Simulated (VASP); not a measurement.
GaSb: single point with B3LYP

The system is GaSb.

```
Sb Ga
1.0
     0.00000    3.03847    3.03847
     3.03847    0.00000    3.03847
     3.03847    3.03847    0.00000
Sb Ga
1 1
Direct
  0.75000 0.75000 0.75000
  0.00000 0.00000 0.00000
```

```yaml
Program: VASP 6.6.1
Task: single point
Functional: B3LYP
Potentials_or_basis: VASP PAW PBE potentials, release 64 (Sb_d_GW, Ga_d)
Cutoff: 400 eV
k_mesh: 4 × 4 × 4
Occupations: fermi-dirac, width 0.05 eV
Spin: no spin polarisation
```

```json
{
 "Pressure": "4.3 GPa",
 "Band gap on the k mesh": "1.23 eV"
}
```

Levels at points of the mesh, in eV from the valence-band top:
| k point | band 10 | band 11 | band 12 | band 13 | band 14 | band 15 | band 16 | band 17 | band 18 | band 19 |
| --- | --- | --- | --- | --- | --- | --- | --- | --- | --- | --- |
| (0.00, 0.00, 0.00) | -17.27 | -12.59 | 0.00 | 0.00 | 0.00 | 1.23 | 3.92 | 3.92 | 3.92 | 7.27 |
| (0.50, 0.00, 0.00) | -17.27 | -10.78 | -6.96 | -1.26 | -1.26 | 1.51 | 4.98 | 4.98 | 7.88 | 11.01 |
| (0.50, 0.50, 0.00) | -17.27 | -9.84 | -7.46 | -2.82 | -2.82 | 1.98 | 2.36 | 10.35 | 10.35 | 11.81 |

Run time: 9.7 min on 1 thread of Intel(R) Xeon(R) 6975P-C (Granite Rapids), with other jobs on the host, peak memory 0.18 GiB.

Caveat: the k points lie up to 0.45 Å⁻¹ apart; the PAW data sets were made with another functional, which shifts forces and pressure a little; spin-orbit coupling is left out, which moves the levels of the heavy elements. A k mesh can miss the band edges.
